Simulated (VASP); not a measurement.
Set up this calculation in VASP 6.6.1, as the native input.

- Task: single point
- Functional: PBEsol-based global hybrid with 25 % exact exchange
- Potentials or basis: VASP PAW PBE potentials, release 64 (Os)
- Cutoff: 520 eV
- k mesh: 6 × 6 × 3
- Occupations: fermi-dirac, width 0.05 eV
- Spin: no spin polarisation
- Dipole correction: no
- Grid for exact exchange (PRECFOCK): Normal
- Share of exact exchange: 0.25
- Further INCAR settings: ALGO = Normal; EDIFF = 1e-07; NBANDS = 15

Os:

```
Os
1.0
     2.75221    0.00000    0.00000
    -1.37610    2.38348    0.00000
     0.00000    0.00000    4.34831
Os
2
Direct
  0.66667 0.33333 0.75000
  0.33333 0.66667 0.25000
```

The input as run:

POSCAR

```
Os
1.0
    2.7522071502      0.0000000000      0.0000000000
   -1.3761035751      2.3834813086      0.0000000000
    0.0000000000      0.0000000000      4.3483081185
Os
2
Direct
    0.6666666667      0.3333333333      0.7500000000
    0.3333333333      0.6666666667      0.2500000000
```

INCAR.step1

```
  PREC = Accurate
  ENCUT = 520
  EDIFF = 1E-5
  ISMEAR = -1
  SIGMA = 0.05
  LREAL = F
  LASPH = T
  NELM = 60
  ALGO = Normal
  ISIF = 2
  LWAVE = T
  LCHARG = F
  GGA = PE
  NBANDS = 15
```

INCAR.step2

```
  PREC = Accurate
  ENCUT = 520
  EDIFF = 1E-7
  ISMEAR = -1
  SIGMA = 0.05
  LREAL = F
  LASPH = T
  NELM = 60
  ALGO = Normal
  ISIF = 2
  LWAVE = F
  LCHARG = F
  GGA = PS
  LHFCALC = T
  AEXX = 0.25
  PRECFOCK = Normal
  ISTART = 1
  NBANDS = 15
```

KPOINTS

```
regular mesh
0
Gamma
  6 6 3
```

Potentials or basis: VASP PAW PBE potentials, release 64 (Os).

Launch:

```bash
$ cat potpaw_PBE.64/Os/POTCAR > POTCAR
$ cp INCAR.step1 INCAR
$ mpirun -np 1 vasp_std > vasp.out
$ cp INCAR.step2 INCAR
$ mpirun -np 1 vasp_std > vasp.out
```

It gave:

* Pressure: -19.2 GPa
* Band gap on the k mesh: zero (bands 8 and 9 overlap by 5.07 eV)

Caveat: the k points lie up to 0.48 Å⁻¹ apart, too coarse for converged energies and pressures of a metal; the PAW data sets were made with another functional, which shifts forces and pressure a little; spin-orbit coupling is left out, which moves the levels of the heavy elements.

Run time: 12 min on 1 thread of Intel(R) Xeon(R) Platinum 8488C (Sapphire Rapids) (shared host), peak memory 0.16 GiB.
